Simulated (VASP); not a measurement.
Wanted: the native input for a VASP 6.6.1 run.

| Property | Result |
| --- | --- |
| Task | relaxation of cell and atoms |
| Functional | PBE |
| Potentials or basis | VASP PAW PBE potentials, release 64 (Cd, S) |
| Cutoff | 600 eV |
| k mesh | 6 × 6 × 1 |
| Occupations | gaussian, width 0.2 eV |
| Spin | no spin polarisation |
| Dipole correction | no |
| Further INCAR settings | ALGO = Normal; EDIFF = 1e-06; IBRION = 2; EDIFFG = -0.08; NSW = 36; ISIF = 3 |

The structure of Cd7S lies in POSCAR:

```
Cd7S
1.0
    3.1500000000      0.0000000000      0.0000000000
   -1.5750000000      2.7279800200      0.0000000000
    0.0000000000      0.0000000000     21.2000000000
Cd S
7 1
Direct
    0.6666666700      0.3333333300      0.9100000000
    0.3333333300      0.6666666700      0.0900000000
    0.3333333300      0.6666666700      0.7730000000
    0.6666666700      0.3333333300      0.6370000000
    0.6666666700      0.3333333300      0.2270000000
    0.3333333300      0.6666666700      0.3630000000
    0.0000000000      0.0000000000      0.5000000000
    0.0000000000      0.0000000000      0.0000000000
```

These files were run (other wordings do the same):

INCAR

```
SYSTEM = Cd7S
  PREC = Accurate
  ENCUT = 600
  EDIFF = 1E-6
  ISMEAR = 0
  SIGMA = 0.2
  LREAL = .FALSE.
  LASPH = .TRUE.
  NELM = 80
  ALGO = Normal
  ISIF = 3
  LWAVE = .FALSE.
  LCHARG = .FALSE.
  GGA = PE
  IBRION = 2
  NSW = 36
  EDIFFG = -0.08
```

KPOINTS

```
Automatic mesh
0
G
  6 6 1
  0 0 0
```

Potentials or basis: VASP PAW PBE potentials, release 64 (Cd, S).

Launch:

```sh
$ cat potpaw_PBE.64/Cd/POTCAR potpaw_PBE.64/S/POTCAR > POTCAR
$ mpirun -np 1 vasp_std > vasp.out
```

It gave:

| Property | Result |
| --- | --- |
| Relaxed volume | 22.95 Å³/atom |
| Relaxed cell | a = 3.172 Å, b = 3.172 Å, c = 21.073 Å, α = 90.00°, β = 90.00°, γ = 120.00° |
| Space group after relaxing (to 0.1 Å) | P-3m1 (No. 164) |
| Energy gained by relaxing | 36.2 meV/atom |
| Ionic steps | 10 |
| Pressure after relaxing | 0.1 GPa |
| Largest force after relaxing | 0.064 eV/Å |
| Band gap on the k mesh | zero (bands 45 and 46 overlap by 1.19 eV) |

Caveat: the k points lie up to 0.38 Å⁻¹ apart in the final cell, too coarse for converged energies and pressures of a metal; the relaxation stopped at a loose force limit of 0.08 eV/Å, so its end isn't a converged minimum.

Run time: 9 min on 1 thread of Intel(R) Xeon(R) 6975P-C (Granite Rapids), with other jobs on the host, peak memory 0.41 GiB.
